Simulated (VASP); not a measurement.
Runs of VASP 6.6.1 on CdTe. The structure is that of space group F-43m (No. 216), or close to it. The cells are those of the table. 

```csv
cell,gap on the mesh (eV),pressure (GPa)
"a = 4.644, b = 4.644, c = 4.609 Å, angles 60.3, 60.3, 59.5°, 2 atoms",0.66,1.3
"a = 4.574, b = 4.574, c = 4.539 Å, angles 60.3, 60.3, 59.5°, 2 atoms",0.80,(b)
"a = 4.574, b = 4.574, c = 4.609 Å, angles 59.7, 59.7, 60.5°, 2 atoms",0.73,2.6
"a = 4.714, b = 4.714, c = 4.679 Å, angles 60.2, 60.2, 59.5°, 2 atoms",(a),-0.4
"a = 4.820 Å, angles 60.0°, 2 atoms",0.33,-2.4
```

Alike in all rows: task single point; level PBE; potentials or basis VASP PAW PBE potentials, release 64 (Cd, Te); no spin polarisation; k mesh 10 × 10 × 10; cutoff (eV) 520; smearing gaussian 0.05 eV.

Task: Fill in the values left out.

Result: (a) 0.52; (b) 3.4.

Caveats: spin-orbit coupling is left out, which moves the levels of the heavy elements; the cell stands under pressure (at least some runs).

A k mesh can miss the band edges, and the runs leave out spin-orbit coupling on Cd, Te.
